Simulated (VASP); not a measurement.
A run of VASP 6.6.1 is set up as follows.

File INCAR:

```
PREC     = Accurate       # precision mode
ENCUT    = 600            # plane-wave cutoff, eV
EDIFF    = 1E-6           # SCF threshold, eV
ISMEAR   = 0              # smearing method
SIGMA    = 0.05           # smearing width, eV
LREAL    = False          # projectors in reciprocal space
LASPH    = True           # aspherical terms in the spheres
NELM     = 120            # most SCF steps
ALGO     = Normal         # electronic algorithm
ISIF     = 2              # what is computed and relaxed
LWAVE    = False          # write WAVECAR
LCHARG   = True           # write CHGCAR
GGA      = PS             # functional
LELF     = True           # ELF
LVHAR    = True         
NBANDS   = 16             # bands
GGA_COMPAT= False
```

KPOINTS

```
regular mesh
0
Gamma
  12 12 6
```

POSCAR

```
AlN
1.0
    3.1110021516      0.0000000000      0.0000000000
   -1.5555010758      2.6942068945      0.0000000000
    0.0000000000      0.0000000000      4.9780000000
Al N
2 2
Direct
    0.3333333333      0.6666666667      0.0000000000
    0.6666666667      0.3333333333      0.5000000000
    0.0847944243      0.5553166435      0.3850000000
    0.6666666667      0.3333333333      0.8850000000
```

Potentials or basis: VASP PAW PBE potentials, release 64 (Al, N).

Command:

```bash
$ cat potpaw_PBE.64/Al/POTCAR potpaw_PBE.64/N/POTCAR > POTCAR
$ mpirun -np 1 vasp_std > vasp.out
```

Predict the band gap on the k mesh.

3.49 eV.

What does it give for the largest force?

46.938 eV/Å.

Stress tensor (GPa, compression positive):
```
110.40  73.97 -70.77
 73.97  38.93 -45.02
-70.77 -45.02  40.81
```

Caveat: the cell differs from its parent crystal (atom 3 (N) moved by (-0.600, -0.300) A along x and y); atoms lie so close that the PAW spheres overlap strongly, which falsifies energies and pressures; the cell stands under pressure; the PAW data sets were made with another functional, which shifts forces and pressure a little. A k mesh can miss the band edges.
